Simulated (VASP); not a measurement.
A run of VASP 6.6.1:

Contents of POSCAR:

```
MnSi
1.0
    3.4672203624      0.0000000000      0.0000000000
    0.0000000000      3.4672203624      0.0000000000
    0.0000000000      0.0000000000      3.4672203624
Mn Si
1 1
Direct
    0.5000000000      0.5000000000      0.5000000000
    0.0000000000      0.0000000000      0.0000000000
```

File INCAR.step1:

```
ALGO = Normal
EDIFF = 1E-5
ENCUT = 520
GGA = PE
ISIF = 2
ISMEAR = -1
ISPIN = 2
LASPH = T
LCHARG = F
LMAXMIX = 4
LORBIT = 11
LREAL = F
LWAVE = T
MAGMOM = 4 0
NBANDS = 20
NELM = 150
PREC = Accurate
SIGMA = 0.05
```

Contents of INCAR.step2:

```
AEXX = 1.0
AGGAC = 0.0
ALDAC = 0.0
ALGO = Normal
EDIFF = 1E-6
ENCUT = 520
GGA = PE
ISIF = 2
ISMEAR = -1
ISPIN = 2
ISTART = 1
LASPH = T
LCHARG = F
LHFCALC = T
LMAXMIX = 4
LORBIT = 11
LREAL = F
LWAVE = F
MAGMOM = 4 0
NBANDS = 20
NELM = 150
PREC = Accurate
PRECFOCK = Normal
SIGMA = 0.05
```

KPOINTS

```
k-points
0
Gamma
  5 5 5
```

Potentials or basis: VASP PAW PBE potentials, release 64 (Mn_pv, Si).

Run with:

```sh
$ cat potpaw_PBE.64/Mn_pv/POTCAR potpaw_PBE.64/Si/POTCAR > POTCAR
$ cp INCAR.step1 INCAR
$ mpirun -np 1 vasp_std > vasp.out
$ cp INCAR.step2 INCAR
$ mpirun -np 1 vasp_std > vasp.out
```

Hardware: 1 thread of AMD EPYC 9R45 96-Core Processor (Zen 5), with other jobs on the host.

Task: How long does it take, and how much memory?

Result: Wall time 24 min on 1 thread of AMD EPYC 9R45 96-Core Processor (Zen 5), on a shared host, peak memory 0.16 GiB. Counts: k points 10.
